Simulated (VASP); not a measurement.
Br, 4 atoms in the cell. Symmetry: Cmce, No. 64, orthorhombic system. Conventional cell: a = 6.724 Å, b = 4.206 Å, c = 8.589 Å, α = 90.00°, β = 90.00°, γ = 90.00°. Br (site symmetry m) has 3 Br at 2.43 to 3.08 Å within 3.2 Å. 

```yaml
Program: VASP 6.6.1
Task: single point
Functional: BLYP
Dispersion: D3(BJ)
Potentials_or_basis: VASP PAW PBE potentials, release 64 (Br)
Cutoff: 520 eV
k_mesh: 7 × 7 × 3
Occupations: fermi-dirac, width 0.05 eV
Spin: no spin polarisation
Dipole_correction: no
Further_INCAR_settings: ALGO = Normal; EDIFF = 1e-07; NBANDS = 22
```

Potentials or basis: VASP PAW PBE potentials, release 64 (Br).

Launch:

```console
$ cat potpaw_PBE.64/Br/POTCAR > POTCAR
$ mpirun -np 1 vasp_std > vasp.out
```

Hardware: 1 thread of Intel(R) Xeon(R) 6975P-C (Granite Rapids) (shared host).

Task: Estimate the wall time of this run.

Result: Run time: 57 s on 1 thread of Intel(R) Xeon(R) 6975P-C (Granite Rapids), on a shared host, peak memory 0.24 GiB. Counts: scf iterations 15, k points 32.
